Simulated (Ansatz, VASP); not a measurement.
CS3 in VASP and in Ansatz

INCAR

```
ALGO     = Normal         # electronic algorithm
EDIFF    = 1E-6           # SCF threshold, eV
EDIFFG   = -0.01          # ionic threshold
ENCUT    = 600            # plane-wave cutoff, eV
GGA      = PE             # functional
IBRION   = 2              # ionic algorithm
ISIF     = 3              # what is computed and relaxed
ISMEAR   = 0              # smearing method
IVDW     = 12             # dispersion correction
LASPH    = True           # aspherical terms in the spheres
LCHARG   = False          # write CHGCAR
LREAL    = False          # projectors in reciprocal space
LWAVE    = False          # write WAVECAR
NELM     = 60             # most SCF steps
NSW      = 100            # ionic steps
PREC     = Accurate       # precision mode
SIGMA    = 0.1            # smearing width, eV
```

The input KPOINTS:

```
k-points
0
Gamma
  6 6 12
```

POSCAR

```
CS3
1.0
    6.6356071194      0.0000000000      0.0000000000
   -3.3178035597      5.7466043349      0.0000000000
    0.0000000000      0.0000000000      2.9392116782
C S
2 6
Direct
    0.6666666667      0.3333333333      0.2500000000
    0.3333333333      0.6666666667      0.7500000000
    0.1950877199      0.3901754397      0.2500000000
    0.6098245603      0.8049122801      0.2500000000
    0.1950877199      0.8049122801      0.2500000000
    0.8049122801      0.1950877199      0.7500000000
    0.3901754397      0.1950877199      0.7500000000
    0.8049122801      0.6098245603      0.7500000000
```

Input for Ansatz:

```yaml
crystal:
  lattice:
    - [6.6356071194, 0.0, 0.0]
    - [-3.3178035597, 5.7466043349, 0.0]
    - [0.0, 0.0, 2.9392116782]
  atoms:
    - { symbol: C, position: [0.6666666667, 0.3333333333, 0.25] }
    - { symbol: C, position: [0.3333333333, 0.6666666667, 0.75] }
    - { symbol: S, position: [0.1950877199, 0.3901754397, 0.25] }
    - { symbol: S, position: [0.6098245603, 0.8049122801, 0.25] }
    - { symbol: S, position: [0.1950877199, 0.8049122801, 0.25] }
    - { symbol: S, position: [0.8049122801, 0.1950877199, 0.75] }
    - { symbol: S, position: [0.3901754397, 0.1950877199, 0.75] }
    - { symbol: S, position: [0.8049122801, 0.6098245603, 0.75] }
basis:
  ecutwfc: 420
kpoints:
  mp_grid: { grid: [6, 6, 12] }
hamiltonian:
  xc: pbe
  dispersion: d3bj
scf:
  occupations: { method: gaussian, width: 0.1 }
output:
  forces: true
  stress: true
  eigenvalues: true
relax:
  adjacent_minimum: "off"
  f_tol: 0.01
  max_steps: 80
  cell: { stress_tol: 0.05 }
```

Change from the starting cell: species swapped into the SmAg3 type (P6_3/mmc, No. 194).

Alike in both runs: task relaxation of cell and atoms; functional PBE; dispersion D3(BJ); k mesh 6 × 6 × 12; occupations gaussian, width 0.1 eV; no spin polarisation.

|  | VASP | Ansatz |
| --- | --- | --- |
| version | VASP 6.6.1 | Ansatz 0.2.0 |
| potentials or method | VASP PAW PBE potentials, release 64 (C, S), cutoff 600 eV | scalar-relativistic, plane waves, PAW |
| valence electrons in the cell | 44 | 44 |

Ansatz gave:

| Quantity | Value |
| --- | --- |
| gap on the k mesh at the Fermi level, each at its own relaxed structure (eV) | none |
| relaxed volume (Å³/atom) | 13.70 |
| relaxed length of the cell vector where the two differ most in proportion (Å) | 3.021 |

Q: Which values does VASP return?

A: gap on the k mesh at the Fermi level, each at its own relaxed structure (eV): none; relaxed volume (Å³/atom): 13.68; relaxed length of the cell vector where the two differ most in proportion (Å): 3.019.

A gap of «none» marks a metal or a gap that the smearing closes. Ansatz's warnings: relaxed geometry near dispersion switch.
